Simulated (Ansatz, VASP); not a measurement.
# Si: VASP beside Ansatz

INCAR

```
PREC     = Accurate       # precision mode
ENCUT    = 520            # plane-wave cutoff, eV
EDIFF    = 1E-7           # SCF threshold, eV
ISMEAR   = -1             # smearing method
SIGMA    = 0.1            # smearing width, eV
LREAL    = False          # projectors in reciprocal space
LASPH    = True           # aspherical terms in the spheres
NELM     = 80             # most SCF steps
ALGO     = Normal         # electronic algorithm
ISIF     = 2              # what is computed and relaxed
LWAVE    = False          # write WAVECAR
LCHARG   = True           # write CHGCAR
GGA      = CA             # functional
LELF     = True           # ELF
LVHAR    = True         
NBANDS   = 8              # bands
```

The input KPOINTS:

```
regular mesh
0
Gamma
  16 16 16
```

Contents of POSCAR:

```
Si
1.0
    0.0000000000      1.9074310707      1.9074310707
    1.9074310707      0.0000000000      1.9074310707
    1.9074310707      1.9074310707      0.0000000000
Si
1
Direct
    0.0000000000      0.0000000000      0.0000000000
```

Input for Ansatz:

```yaml
crystal:
  lattice:
    - [0.0, 1.9074310707, 1.9074310707]
    - [1.9074310707, 0.0, 1.9074310707]
    - [1.9074310707, 1.9074310707, 0.0]
  atoms:
    - { symbol: Si, position: [0.0, 0.0, 0.0] }
hamiltonian:
  xc: lda
  pseudopotentials:
    kind: paw
    azcp:
      Si: "pseudopotentials/Si.paw.azcp"
basis:
  ecutwfc: 420
  fft_grid_basis: typed
kpoints:
  mp_grid: { grid: [16, 16, 16], shift: [0, 0, 0] }
magnetization:
  spin_polarized: false
scf:
  occupations: { method: fermi_dirac, width: 0.1 }
  lower_state_search: "off"
output:
  stress: true
```

Alike in both runs: task single point; functional LDA; k mesh 16 × 16 × 16; occupations fermi-dirac, width 0.1 eV; no spin polarisation.

|  | VASP | Ansatz |
| --- | --- | --- |
| version | VASP 6.6.1 | Ansatz 0.2.0 |
| potentials or method | VASP PAW LDA potentials, release 64 (Si), cutoff 520 eV | plane waves (420 eV) with PAW, scalar-relativistic |
| valence electrons in the cell | 4 | 4 |

VASP gave:

* pressure (GPa): 0.4

Q: What did Ansatz give for the same quantities?

A: Pressure (GPa): 0.3.

Ansatz warns that its potentials were made for another functional, while VASP's fit it. LDA's correlation is that of Perdew and Zunger in VASP and of Perdew and Wang (1992) in Ansatz.
